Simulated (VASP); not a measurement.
Wanted: the native input for a VASP 6.6.1 run.

```yaml
Task: relaxation of cell and atoms
Functional: PBE
Potentials_or_basis: VASP PAW PBE potentials, release 64 (Zn, Sn_d, N)
Cutoff: 600 eV
k_mesh: 4 × 4 × 6
Occupations: gaussian, width 0.1 eV
Spin: no spin polarisation
Dipole_correction: no
Further_INCAR_settings: ALGO = Normal; EDIFF = 1e-06; IBRION = 2; EDIFFG = -0.04; NSW = 90; ISIF = 3
```

The structure of Zn4SnN lies in POSCAR:

```
Zn4SnN
1.0
    2.7740620859     -6.3473274127      0.0000000000
    2.7740620859      6.3473274127      0.0000000000
    0.0000000000      0.0000000000      2.9278464787
Zn Sn N
4 1 1
Direct
    0.3891403783      0.6108596217      0.0000000000
    0.6108596217      0.3891403783      0.0000000000
    0.5000000000      0.0000000000      0.5000000000
    0.0000000000      0.5000000000      0.5000000000
    0.0000000000      0.0000000000      0.0000000000
    0.5000000000      0.5000000000      0.5000000000
```

The cell was generated, and may not be a known phase.

One way to write it, as run:

INCAR

```
SYSTEM = Zn4SnN
PREC = Accurate
ENCUT = 600
EDIFF = 1E-6
ISMEAR = 0
SIGMA = 0.1
LREAL = .False.
LASPH = .True.
NELM = 100
ALGO = Normal
ISIF = 3
LWAVE = .False.
LCHARG = .False.
GGA = PE
IBRION = 2
NSW = 90
EDIFFG = -0.04
```

KPOINTS

```
regular mesh
0
Gamma
  4 4 6
  0 0 0
```

Potentials or basis: VASP PAW PBE potentials, release 64 (Zn, Sn_d, N).

Run with:

```bash
$ cat potpaw_PBE.64/Zn/POTCAR potpaw_PBE.64/Sn_d/POTCAR potpaw_PBE.64/N/POTCAR > POTCAR
$ mpirun -np 1 vasp_std > vasp.out
```

It gave:

```yaml
Relaxed_volume: 17.14 Å³/atom
Relaxed_cell: a = 6.682 Å, b = 6.682 Å, c = 3.087 Å, α = 90.00°, β = 90.00°, γ = 131.75°
Space_group_after_relaxing_to_0.1_Å: Cmmm (No. 65)
Energy_gained_by_relaxing: 10.3 meV/atom
Ionic_steps: 9
Pressure_after_relaxing: 0.1 GPa
Largest_force_after_relaxing: 0.014 eV/Å
Band_gap_on_the_k_mesh: zero (an odd number of electrons rules out a gap without spin polarisation)
```

Caveat: spin-orbit coupling is left out, which moves the levels of the heavy elements.

Run time: 9.4 min on 1 thread of Intel(R) Xeon(R) 6975P-C (Granite Rapids), with other jobs on the host, peak memory 0.35 GiB.
